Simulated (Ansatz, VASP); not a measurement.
GaCo: VASP beside Ansatz

The input INCAR:

```
PREC = Accurate ; ENCUT = 520
EDIFF = 1E-6 ; ISMEAR = 0
SIGMA = 0.15 ; LREAL = False
LASPH = True ; NELM = 80
ALGO = Fast ; ISIF = 2
LWAVE = False ; LCHARG = False
GGA = PS ; NBANDS = 18
```

The input KPOINTS:

```
regular mesh
0
Gamma
  18 18 18
```

Contents of POSCAR:

```
GaCo
1.0
    2.7929434626      0.0000000000      0.0000000000
    0.0000000000      2.7929434626      0.0000000000
    0.0000000000      0.0000000000      3.0722378088
Ga Co
1 1
Direct
    0.5000000000      0.5000000000      0.5000000000
    0.0000000000      0.0000000000      0.0000000000
```

Input for Ansatz:

```yaml
crystal:
  lattice:
    - [2.7929434626, 0.0, 0.0]
    - [0.0, 2.7929434626, 0.0]
    - [0.0, 0.0, 3.0722378088]
  atoms:
    - { symbol: Ga, position: [0.5, 0.5, 0.5] }
    - { symbol: Co, position: [0.0, 0.0, 0.0] }
basis:
  ecutwfc: 420
kpoints:
  mp_grid: { grid: [18, 18, 18] }
hamiltonian:
  xc: pbesol
scf:
  occupations: { method: gaussian, width: 0.15 }
output:
  forces: true
  stress: true
  eigenvalues: true
```

Alike in both runs: task single point; functional PBEsol; k mesh 18 × 18 × 18; occupations gaussian, width 0.15 eV; no spin polarisation.

```csv
,VASP,Ansatz
version,VASP 6.6.1,Ansatz 0.2.0
potentials or method,"VASP PAW PBE potentials, release 64 (Ga_d, Co), cutoff 520 eV","scalar-relativistic, plane waves, PAW"
valence electrons in the cell,22,30
```

Ansatz gave:

| Property | Result |
| --- | --- |
| gap on the k mesh at the Fermi level (eV) | none |
| pressure (GPa) | -7.8 |
| traceless stress, the component that is largest in VASP (GPa) | -2.30 |

Task: Estimate VASP's values.

Result: gap on the k mesh at the Fermi level (eV): none; pressure (GPa): -7.7; traceless stress, the component that is largest in VASP (GPa): -2.35.

VASP's potentials were made for PBE, not for PBEsol. A gap of «none» marks a metal or a gap that the smearing closes. VASP's potentials hold 22 valence electrons a cell and Ansatz's 30, so a difference there can come from the potentials and not from the codes.
